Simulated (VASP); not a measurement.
# Ge (P6_3/mmc) in VASP: notebook, part 2 of 2

VASP 6.6.1. The steps go on from the part before.

## 3. Relaxation of cell and atoms, PBEsol, target pressure 2 GPa, at which the enthalpy is minimised

Input file INCAR:

```
PREC = Accurate
ENCUT = 600
EDIFF = 1E-6
ISMEAR = -1
SIGMA = 0.1
LREAL = False
LASPH = True
NELM = 60
ALGO = Normal
ISIF = 3
LWAVE = False
LCHARG = False
GGA = PS
IBRION = 2
NSW = 80
EDIFFG = -0.005
PSTRESS = 20.0
```

Input file KPOINTS:

```
regular mesh
0
Gamma
  7 7 4
```

Input file POSCAR:

```
Ge
1.0
    3.9975900000      0.0000000000      0.0000000000
   -1.9987900000      3.4620100000      0.0000000000
    0.0000000000      0.0000000000      6.5993800000
Ge
4
Direct
    0.6666666667      0.3333333333      0.0629000000
    0.3333333333      0.6666666667      0.5629000000
    0.6666666667      0.3333333333      0.4371000000
    0.3333333333      0.6666666667      0.9371000000
```

Potentials or basis: VASP PAW PBE potentials, release 64 (Ge_d).

Launch:

```
> cat potpaw_PBE.64/Ge_d/POTCAR > POTCAR
> mpirun -np 1 vasp_std > vasp.out
```

OUTCAR:

```text
PREC = Accurate
   ENCUT = 600
   EDIFF = 1E-6
   ISMEAR = -1
   LREAL = False
   LASPH = True
   NELM = 60
   ISIF = 3
   GGA = PS
   IBRION = 2
   NSW = 80
   EDIFFG = -0.005
   PSTRESS = 20.0

 ion  position               nearest neighbor table
   1  0.667  0.333  0.063-   4 2.45   4 2.45   4 2.45   3 2.47
   2  0.333  0.667  0.563-   3 2.45   3 2.45   3 2.45   4 2.47
   3  0.667  0.333  0.437-   2 2.45   2 2.45   2 2.45   1 2.47
   4  0.333  0.667  0.937-   1 2.45   1 2.45   1 2.45   2 2.47

  LATTYP: Found a hexagonal cell.
 ALAT       =     3.9975900000
 C/A-ratio  =     1.6508396309

  Lattice vectors:

 A1 = (   3.9975900000,   0.0000000000,   0.0000000000)
 A2 = (  -1.9987900000,   3.4620100000,   0.0000000000)
 A3 = (   0.0000000000,   0.0000000000,   6.5993800000)

Analysis of symmetry for initial positions (statically):
=====================================================================
 Subroutine PRICEL returns:
 Original cell was already a primitive cell.

 Routine SETGRP: Setting up the symmetry group for a
 hexagonal supercell.

 Subroutine GETGRP returns: Found 24 space group operations
 (whereof 12 operations were pure point group operations)
 out of a pool of 24 trial point group operations.

The static configuration has the point symmetry D_3d.
 The point group associated with its full space group is D_6h.

Analysis of symmetry for dynamics (positions and initial velocities):
=====================================================================
 Subroutine PRICEL returns:
 Original cell was already a primitive cell.

 Routine SETGRP: Setting up the symmetry group for a
 hexagonal supercell.

 Subroutine GETGRP returns: Found 24 space group operations
 (whereof 12 operations were pure point group operations)
 out of a pool of 24 trial point group operations.
[... 118 lines left out ...]
   EMIN   =  10.00;   EMAX   =-10.00  energy-range for DOS
   EFERMI =   0.00;   METHOD = LEGACY
   ISMEAR =    -1;   SIGMA  =   0.10  broadening in eV -4-tet -1-fermi 0-gaus
   EFERMI_NEDOS =   21; number of points for ismear=-14 and -15
   IALGO  =     38    algorithm
   IMIX   =      4    mixing-type and parameters
     AMIX     =   0.40;   BMIX     =  1.00
     AMIX_MAG =   1.60;   BMIX_MAG =  1.00
  volume/ion in A,a.u.               =      22.83       154.09
  Fermi-wavevector in a.u.,A,eV,Ry     =   1.390788  2.628208 26.317631  1.934291
  Thomas-Fermi vector in A             =   2.514689
   LORBIT       =      0    0 simple, 1 ext, 2 COOP (PROOUT), +10 PAW based schemes
   GGA     = PS    functional components
   LHFCALC =     F    Hartree Fock is set to
   AEXX    =    0.0000 exact exchange contribution
   IVDW    =     0    specifies the selected vdW correction
   LEPSILON=     F    determine dielectric tensor
   LRPA    =     F    only Hartree local field effects (RPA)
 conjugate gradient relaxation of ions
 non-spin polarized calculation
  energy-cutoff  :      600.00
  volume of cell :       91.33
 maximum number of plane-waves:      3064
 NGX is ok and might be reduce to    32
   NGX = 15   NGY = 15   NGZ = 27

--------------------------------------- Ionic step        1  -------------------------------------------

 number of electron      55.9999986 magnetization

 Free energy of the ion-electron system (eV)
  ---------------------------------------------------
  ext. energy  EPLUGINS =         0.00000000
  ---------------------------------------------------
  free energy    TOTEN  =       -19.67053425 eV

  energy without entropy =      -19.66148805  energy(sigma->0) =      -19.66601115

------------------------ aborting loop because EDIFF is reached ----------------------------------------

  FORCE on cell =-STRESS in cart. coord.  units (eV):
  Direction    XX          YY          ZZ          XY          YZ          ZX
  --------------------------------------------------------------------------------------
  -------------------------------------------------------------------------------------
  Total        0.0408450      0.0408449     -0.2342955      0.0000001      0.0000000      0.0000000
  in kB        0.7165055      0.7165036     -4.1100284      0.0000010      0.0000000      0.0000000
  external PRESSURE =     -20.8923398 kB  Pullay stress =      20.0000000 kB
[... 103 lines left out ...]
  energy  without entropy=      -19.6467625595  energy(sigma->0) =      -19.65105906

  enthalpy is  TOTEN    =       -18.5482132969 eV   P V=        1.1071422691

[... ionic steps 4 to 7 ...]

--------------------------------------- Ionic step        8  -------------------------------------------

 number of electron      56.0000001 magnetization

------------------------ aborting loop because EDIFF is reached ----------------------------------------
[... 75 lines left out ...]
--------------------------------------- Ionic step       10  -------------------------------------------

 number of electron      56.0000001 magnetization

 Free energy of the ion-electron system (eV)
  ---------------------------------------------------
  ext. energy  EPLUGINS =         0.00000000
  ---------------------------------------------------
  free energy    TOTEN  =       -19.65604003 eV

  energy without entropy =      -19.64749190  energy(sigma->0) =      -19.65176597

 E-fermi :   5.1416     XC(G=0): -10.2193

 val. band max:        5.0158527947   @ k =   0.0000   0.0000   0.0000
 cond. band min:       5.2233015687   @ k =   0.0000   0.0000   0.2500
 fundamental gap:      0.2074487740
 Fermi energy:         5.1416274140

 k-point     1 :       0.0000    0.0000    0.0000
  band No.  band energies     occupation
      1     -19.7744      2.00000
      2     -19.7744      2.00000
      3     -19.7363      2.00000
      4     -19.7326      2.00000
      5     -19.7325      2.00000
      6     -19.7212      2.00000
[... 888 lines left out ...]
  energy  without entropy=      -19.6474919033  energy(sigma->0) =      -19.65176597

  enthalpy is  TOTEN    =       -18.5482415290 eV   P V=        1.1077985019

 reached required accuracy - stopping structural energy minimisation
```

OSZICAR:

```text
N       E                     dE             d eps       ncg     rms          rms(c)
DAV:   1     0.514823867743E+03    0.51482E+03   -0.31407E+04  1801   0.502E+03
DAV:   2     0.688725778878E+02   -0.44595E+03   -0.43880E+03  1584   0.904E+02
DAV:   3    -0.152124763825E+02   -0.84085E+02   -0.83572E+02  1818   0.230E+02
[... 68 lines left out ...]
       N       E                     dE             d eps       ncg     rms          rms(c)
DAV:   1    -0.196560425196E+02    0.19970E-04   -0.60904E-05  2173   0.638E-02    0.956E-03
DAV:   2    -0.196560410314E+02    0.14882E-05   -0.50789E-06  1592   0.447E-02    0.593E-03
DAV:   3    -0.196560399274E+02    0.11040E-05   -0.21472E-06  1257   0.246E-02    0.662E-04
DAV:   4    -0.196560400309E+02   -0.10355E-06   -0.10052E-06   848   0.136E-02
  10 F= -.18548242E+02 E0= -.18543967E+02  d E =-.957083E-05
```

CONTCAR:

```text
Ge
   1.00000000000000
     3.9637350077380873    0.0000001743900661   -0.0000000000000000
    -1.9818623951872649    3.4326903960401030   -0.0000000000000000
     0.0000000000000000   -0.0000000000000000    6.5223199908941769
  Ge
     4
Direct
     0.6666666667000030    0.3333333332999970    0.0627768832953826
     0.3333333332999970    0.6666666667000030    0.5627768832953827
     0.6666666667000030    0.3333333332999970    0.4372231167046174
     0.3333333332999970    0.6666666667000030    0.9372231167046173

  0.00000000E+00  0.00000000E+00  0.00000000E+00
  0.00000000E+00  0.00000000E+00  0.00000000E+00
  0.00000000E+00  0.00000000E+00  0.00000000E+00
  0.00000000E+00  0.00000000E+00  0.00000000E+00
```

Wall time 3.4 min (1 thread of Intel Xeon 6975P-C (Granite Rapids), shared host); peak memory 0.25 GiB.

What came out:

| Property | Result |
| --- | --- |
| Free energy | -19.6560 eV |
| Relaxed volume | 22.19 Å³/atom |
| Relaxed cell | a = 3.964 Å, b = 3.964 Å, c = 6.522 Å, α = 90.00°, β = 90.00°, γ = 120.00° |
| Space group after relaxing (to 0.05 Å) | P6_3/mmc (No. 194) |
| Energy change on relaxing (the enthalpy is what falls) | +3.6 meV/atom |
| Ionic steps | 10 |
| Pressure after relaxing | 2.0 GPa |
| Largest force after relaxing | 0.005 eV/Å |
| Band gap on the k mesh | zero (band 28 reaches 5.24 eV, above the bottom of band 29 at 5.22 eV) |

Forces on the atoms (eV/Å):
```
Ge   0.000  0.000 -0.005
Ge   0.000  0.000 -0.005
Ge   0.000  0.000  0.005
Ge   0.000  0.000  0.005
```

The path:
| step | energy change (eV) | largest force (eV/Å) | pressure (GPa) | volume (Å³) |
| --- | --- | --- | --- | --- |
| 1 | 0.0000 | 0.0015 | -0.09 | 91.33 |
| 2 | 0.0348 | 0.0216 | 3.09 | 87.45 |
| 3 | 0.0152 | 0.0131 | 2.09 | 88.69 |
| 4 | 0.0140 | 0.0126 | 1.84 | 88.79 |
| 5 | 0.0142 | 0.0030 | 1.96 | 88.77 |
| 6 | 0.0143 | 0.0026 | 2.00 | 88.76 |
| 7 | 0.0144 | 0.0045 | 1.99 | 88.75 |
| 8 | 0.0146 | 0.0099 | 1.98 | 88.74 |
| 9 | 0.0145 | 0.0028 | 1.91 | 88.75 |
| 10 | 0.0145 | 0.0049 | 1.98 | 88.74 |

Final structure:
```
Ge
1.0
     3.96374    0.00000    0.00000
    -1.98186    3.43269    0.00000
     0.00000    0.00000    6.52232
Ge
4
Cartesian
  1.9819 1.1442 0.4095
  0.0000 2.2885 3.6706
  1.9819 1.1442 2.8517
  0.0000 2.2885 6.1129
```

Levels at points of the mesh, in eV from the Fermi level:
```tsv
k point	band 26	band 27	band 28	band 29	band 30	band 31
(0.00, 0.00, 0.00)	-0.18	-0.13	0.10	0.10	0.21	2.20
(0.00, 0.00, 0.50)	-0.93	-0.93	-0.93	0.68	0.68	3.33
```

Caveat: the cell is relaxed towards a set pressure, so the enthalpy falls and the energy may rise; the PAW data sets were made with another functional, which shifts forces and pressure a little.
